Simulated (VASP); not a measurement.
# AlGa3N4 (P-42m) in VASP: single point with PBEsol

Aim: the single point of AlGa3N4 with PBEsol.

Everything below comes from runs of VASP 6.6.1. Logs are shortened: lines on timing, memory, paths and dates and some standing lists are left out, and cuts for length are marked.

## Step 1: The cell of the first run

The structure is tetragonal, space group P-42m (No. 111). Conventional cell: a = 4.535 Å, b = 4.535 Å, c = 4.392 Å, α = 90.00°, β = 90.00°, γ = 90.00°. Within 2.5 Å of Al (site symmetry -42m) lie 4 N at 1.90 Å. Within 2.6 Å of Ga (site symmetry -42m) lie 4 N at 1.96 Å. Ga (site symmetry 222) has 4 N at 1.96 Å within 2.6 Å. N (site symmetry m) has 1 Al at 1.90 Å and 3 Ga at 1.96 Å within 2.5 Å.

## Step 2: Single point, PBEsol (biaxial strain in the a-b plane: +1.5 %, then relaxed in part)

The input, INCAR:

```
ALGO = Normal
EDIFF = 1E-6
ENCUT = 520
GGA = PS
ISIF = 2
ISMEAR = 0
LASPH = T
LCHARG = F
LREAL = F
LWAVE = F
NBANDS = 41
NELM = 100
PREC = Accurate
SIGMA = 0.02
```

The input, KPOINTS:

```
k-points
0
Gamma
  6 6 6
```

The input, POSCAR:

```
AlGa3N4
1.0
    4.5346423393      0.0000000000      0.0000000000
    0.0000000000      4.5346423393      0.0000000000
    0.0000000000      0.0000000000      4.3923827601
Al Ga N
1 3 4
Direct
    0.0000000000      0.0000000000      0.0000000000
    0.5000000000      0.5000000000      0.0000000000
    0.5000000000      0.0000000000      0.5000000000
    0.0000000000      0.5000000000      0.5000000000
    0.7548932406      0.7548932406      0.2447084613
    0.7548932406      0.2451067594      0.7552915387
    0.2451067594      0.7548932406      0.7552915387
    0.2451067594      0.2451067594      0.2447084613
```

Potentials or basis: VASP PAW PBE potentials, release 64 (Al, Ga_d, N).

Started as:

```console
cat potpaw_PBE.64/Al/POTCAR potpaw_PBE.64/Ga_d/POTCAR potpaw_PBE.64/N/POTCAR > POTCAR
mpirun -np 1 vasp_std > vasp.out
```

OUTCAR:

```text
EDIFF = 1E-6
   ENCUT = 520
   GGA = PS
   ISIF = 2
   ISMEAR = 0
   LASPH = T
   LREAL = F
   NELM = 100
   PREC = Accurate

 ion  position               nearest neighbor table
   1  0.000  0.000  0.000-   5 1.90   6 1.90   7 1.90   8 1.90
   2  0.500  0.500  0.000-   5 1.96   6 1.96   7 1.96   8 1.96
   3  0.500  0.000  0.500-   5 1.96   6 1.96   7 1.96   8 1.96
   4  0.000  0.500  0.500-   5 1.96   6 1.96   7 1.96   8 1.96
   5  0.755  0.755  0.245-   1 1.90   2 1.96   3 1.96   4 1.96
   6  0.755  0.245  0.755-   1 1.90   2 1.96   3 1.96   4 1.96
   7  0.245  0.755  0.755-   1 1.90   2 1.96   3 1.96   4 1.96
   8  0.245  0.245  0.245-   1 1.90   2 1.96   3 1.96   4 1.96

  LATTYP: Found a simple tetragonal cell.
 ALAT       =     4.5346423393
 C/A-ratio  =     0.9686282691

  Lattice vectors:

 A1 = (   4.5346423393,   0.0000000000,   0.0000000000)
 A2 = (   0.0000000000,   4.5346423393,   0.0000000000)
 A3 = (   0.0000000000,   0.0000000000,   4.3923827601)

Analysis of symmetry for initial positions (statically):
=====================================================================
 Subroutine PRICEL returns:
 Original cell was already a primitive cell.

 Routine SETGRP: Setting up the symmetry group for a
 simple tetragonal supercell.

 Subroutine GETGRP returns: Found  8 space group operations
 (whereof  8 operations were pure point group operations)
 out of a pool of 16 trial point group operations.

The static configuration has the point symmetry D_2d.

Analysis of symmetry for dynamics (positions and initial velocities):
=====================================================================
 Subroutine PRICEL returns:
 Original cell was already a primitive cell.

 Routine SETGRP: Setting up the symmetry group for a
 simple tetragonal supercell.

 Subroutine GETGRP returns: Found  8 space group operations
 (whereof  8 operations were pure point group operations)
 out of a pool of 16 trial point group operations.

The dynamic configuration has the point symmetry D_2d.

 Subroutine INISYM returns: Found  8 space group operations
 (whereof  8 operations are pure point group operations),
 and found     1 'primitive' translations

----------------------------------------------------------------------------------------

                                     Primitive cell

  volume of cell :      90.3205

  direct lattice vectors                    reciprocal lattice vectors
     4.534642339  0.000000000  0.000000000     0.220524559  0.000000000  0.000000000
     0.000000000  4.534642339  0.000000000     0.000000000  0.220524559  0.000000000
     0.000000000  0.000000000  4.392382760     0.000000000  0.000000000  0.227666862

  length of vectors
     4.534642339  4.534642339  4.392382760     0.220524559  0.220524559  0.227666862

  position of ions in fractional coordinates (direct lattice)
     0.000000000  0.000000000  0.000000000
     0.500000000  0.500000000  0.000000000
     0.500000000  0.000000000  0.500000000
     0.000000000  0.500000000  0.500000000
     0.754893241  0.754893241  0.244708461
     0.754893241  0.245106759  0.755291539
     0.245106759  0.754893241  0.755291539
     0.245106759  0.245106759  0.244708461

  ion indices of the primitive-cell ions
   primitive index   ion index
                 1           1
                 2           2
                 3           3
                 4           4
                 5           5
                 6           6
                 7           7
                 8           8

----------------------------------------------------------------------------------------

 KPOINTS: k-points

Automatic generation of k-mesh.
 Grid dimensions read from file:
 generate k-points for:    6    6    6

 Generating k-lattice:

  Cartesian coordinates                     Fractional coordinates (reciprocal lattice)
     0.036754093  0.000000000  0.000000000     0.166666667  0.000000000  0.000000000
     0.000000000  0.036754093  0.000000000     0.000000000  0.166666667  0.000000000
     0.000000000  0.000000000  0.037944477     0.000000000  0.000000000  0.166666667

  Length of vectors
     0.036754093  0.036754093  0.037944477

  Shift w.r.t. Gamma in fractional coordinates (k-lattice)
     0.000000000  0.000000000  0.000000000

 Subroutine IBZKPT returns following result:
 ===========================================

 Found     40 irreducible k-points:

 Following reciprocal coordinates:
            Coordinates               Weight
  0.000000  0.000000  0.000000      1.000000
  0.166667  0.000000  0.000000      4.000000
  0.333333  0.000000  0.000000      4.000000
  0.500000  0.000000  0.000000      2.000000
  0.166667  0.166667  0.000000      4.000000
  0.333333  0.166667  0.000000      8.000000
[... 16 lines left out ...]
  0.333333  0.000000  0.333333      8.000000
  0.500000  0.000000  0.333333      4.000000
 [... further k-points ...]
   k-points           NKPTS =     40   k-points in BZ     NKDIM =     40   number of bands    NBANDS=     41
   number of dos      NEDOS =    301   number of ions     NIONS =      8
   total plane-waves  NPLWV =  46656
   dimension x,y,z NGX =    36 NGY =   36 NGZ =   36
   dimension x,y,z NGXF=    72 NGYF=   72 NGZF=   72
   ions per type =               1   3   4
   NGX,Y,Z   is equivalent  to a cutoff of  13.20, 13.20, 13.63 a.u.
   NGXF,Y,Z  is equivalent  to a cutoff of  26.40, 26.40, 27.25 a.u.
 SYSTEM =  unknown system
   PREC   = accura    normal or accurate (medium, high low for compatibility)
   ISTART =      0    job   : 0-new  1-cont  2-samecut
   ICHARG =      2    charge: 1-file 2-atom 10-const
   ISPIN  =      1    spin polarized calculation?
   LNONCOLLINEAR =      F non collinear calculations
   LSORBIT =      F    spin-orbit coupling
   LASPH  =      T    aspherical Exc in radial PAW
   ENCUT  =  520.0 eV  38.22 Ry    6.18 a.u.   8.43  8.43  8.17*2*pi/ulx,y,z
   NELM   =    100;   NELMIN=  2; NELMDL= -5     # of ELM steps
   EDIFF  = 0.1E-05   stopping-criterion for ELM
   LREAL  =      F    real-space projection
   EDIFFG = 0.1E-04   stopping-criterion for IOM
   NSW    =      0    number of steps for IOM
   IBRION =     -1    ionic relax: 0-MD 1-quasi-New 2-CG
   NFREE  =      0    steps in history (QN), initial steepest desc. (CG)
   ISIF   =      2    stress and relaxation
   ISYM   =      2    0-nonsym 1-usesym 2-fastsym
   POTIM  = 0.5000    time-step for ionic-motion
   TEBEG  =    0.0;   TEEND  =   0.0 temperature during run
   PSTRESS=    0.0 pullay stress
   NELECT =      62.0000    total number of electrons
   NUPDOWN=      -1.0000    fix difference up-down
   EMIN   =  10.00;   EMAX   =-10.00  energy-range for DOS
   EFERMI =   0.00;   METHOD = LEGACY
   ISMEAR =     0;   SIGMA  =   0.02  broadening in eV -4-tet -1-fermi 0-gaus
   EFERMI_NEDOS =   21; number of points for ismear=-14 and -15
   IALGO  =     38    algorithm
   IMIX   =      4    mixing-type and parameters
     AMIX     =   0.40;   BMIX     =  1.00
     AMIX_MAG =   1.60;   BMIX_MAG =  1.00
  volume/ion in A,a.u.               =      11.29        76.19
  Fermi-wavevector in a.u.,A,eV,Ry     =   1.444142  2.729033 28.375588  2.085547
  Thomas-Fermi vector in A             =   2.562471
   LORBIT       =      0    0 simple, 1 ext, 2 COOP (PROOUT), +10 PAW based schemes
   GGA     = PS    functional components
   LHFCALC =     F    Hartree Fock is set to
   AEXX    =    0.0000 exact exchange contribution
   IVDW    =     0    specifies the selected vdW correction
   LEPSILON=     F    determine dielectric tensor
   LRPA    =     F    only Hartree local field effects (RPA)
 non-spin polarized calculation
 Gauss-broadening in eV      SIGMA  =   0.02
  energy-cutoff  :      520.00
  volume of cell :       90.32
 maximum number of plane-waves:      2466
 NGX is ok and might be reduce to    36
   NGX = 17   NGY = 17   NGZ = 17

 number of electron      62.0000012 magnetization

 Free energy of the ion-electron system (eV)
  ---------------------------------------------------
  ext. energy  EPLUGINS =         0.00000000
  ---------------------------------------------------
  free energy    TOTEN  =       -54.93561971 eV

  energy without entropy =      -54.93561971  energy(sigma->0) =      -54.93561971

 E-fermi :   5.3848     XC(G=0): -11.6786

 val. band max:        5.2694297683   @ k =   0.0000   0.0000   0.0000
 cond. band min:       7.4004277159   @ k =   0.0000   0.0000   0.0000
 fundamental gap:      2.1309979476
 Fermi energy:         5.3847861067

 k-point     1 :       0.0000    0.0000    0.0000
  band No.  band energies     occupation
      1     -10.4017      2.00000
      2      -9.1593      2.00000
      3      -9.1593      2.00000
      4      -9.1521      2.00000
      5      -7.9291      2.00000
      6      -7.9159      2.00000
[... 33 lines left out ...]
     40      15.8858      0.00000
     41      15.8861      0.00000

 k-point     2 :       0.1667    0.0000    0.0000
  band No.  band energies     occupation
      1     -10.2929      2.00000
      2      -9.1959      2.00000
      3      -9.1616      2.00000
      4      -9.1518      2.00000
      5      -7.9267      2.00000
      6      -7.9123      2.00000
[... 33 lines left out ...]
     40      15.9569      0.00000
     41      16.2458      0.00000

 k-point     3 :       0.3333    0.0000    0.0000
  band No.  band energies     occupation
      1     -10.0009      2.00000
      2      -9.3319      2.00000
      3      -9.1656      2.00000
      4      -9.1519      2.00000
      5      -7.8969      2.00000
      6      -7.8962      2.00000
[... 875 lines left out ...]
      2      -9.3002      2.00000
      3      -9.2531      2.00000
      4      -9.1948      2.00000
      5      -7.9105      2.00000
      6      -7.8934      2.00000
[... 33 lines left out ...]
     40      14.8159      0.00000
     41      14.9950      0.00000

 k-point    24 :       0.5000    0.0000    0.3333
  band No.  band energies     occupation
      1      -9.5430      2.00000
      2      -9.4022      2.00000
      3      -9.2419      2.00000
      4      -9.2149      2.00000
      5      -7.9040      2.00000
      6      -7.8963      2.00000
[... 33 lines left out ...]
     40      14.6287      0.00000
     41      14.7114      0.00000

 [... further k-points ...]

------------------------ aborting loop because EDIFF is reached ----------------------------------------

  FORCE on cell =-STRESS in cart. coord.  units (eV):
  Direction    XX          YY          ZZ          XY          YZ          ZX
  --------------------------------------------------------------------------------------
  -------------------------------------------------------------------------------------
  Total       -2.1654263     -2.1654263     -0.0685444      0.0000000      0.0000000      0.0000000
  in kB      -38.4120727    -38.4120727     -1.2158960      0.0000000      0.0000000      0.0000000
  external PRESSURE =     -26.0133472 kB  Pullay stress =       0.0000000 kB

 VOLUME and BASIS-vectors are now :
 -----------------------------------------------------------------------------
  energy-cutoff  :      520.00
  volume of cell :       90.32
      direct lattice vectors                 reciprocal lattice vectors
     4.534642339  0.000000000  0.000000000     0.220524559  0.000000000  0.000000000
     0.000000000  4.534642339  0.000000000     0.000000000  0.220524559  0.000000000
     0.000000000  0.000000000  4.392382760     0.000000000  0.000000000  0.227666862

 POSITION                                       TOTAL-FORCE (eV/Angst)
 -----------------------------------------------------------------------------------
      0.00000      0.00000      0.00000        -0.000000      0.000000      0.000000
      2.26732      2.26732      0.00000        -0.000000      0.000000      0.000000
      2.26732      0.00000      2.19619        -0.000000      0.000000      0.000000
      0.00000      2.26732      2.19619        -0.000000      0.000000     -0.000000
      3.42317      3.42317      1.07485        -0.004242     -0.004242      0.004050
      3.42317      1.11147      3.31753        -0.004242      0.004242     -0.004050
      1.11147      3.42317      3.31753         0.004242     -0.004242     -0.004050
      1.11147      1.11147      1.07485         0.004242      0.004242      0.004050
 -----------------------------------------------------------------------------------
    total drift:                               -0.000000     -0.000000     -0.000000

  FREE ENERGIE OF THE ION-ELECTRON SYSTEM (eV)
  ---------------------------------------------------
  free  energy   TOTEN  =       -54.9356197102 eV

  energy  without entropy=      -54.9356197102  energy(sigma->0) =      -54.93561971
```

Run time: 1.8 min. Hardware: 1 thread of Intel Xeon 6975P-C (Granite Rapids), shared host; peak memory 0.26 GiB.

What came out:

| Quantity | Value |
| --- | --- |
| Free energy | -54.9356 eV |
| Pressure | -2.6 GPa |
| Largest force | 0.007 eV/Å |
| Band gap on the k mesh | 2.13 eV |

Forces in eV/Å, atoms in the order of the input:
```
Al   0.000  0.000  0.000
Ga   0.000  0.000  0.000
Ga   0.000  0.000  0.000
Ga   0.000  0.000  0.000
N   -0.004 -0.004  0.004
N   -0.004  0.004 -0.004
N    0.004 -0.004 -0.004
N    0.004  0.004  0.004
```

Caveat: the cell differs from its parent crystal (biaxial strain in the a-b plane: +1.5 %, then relaxed in part); the PAW data sets were made with another functional, which shifts forces and pressure a little.
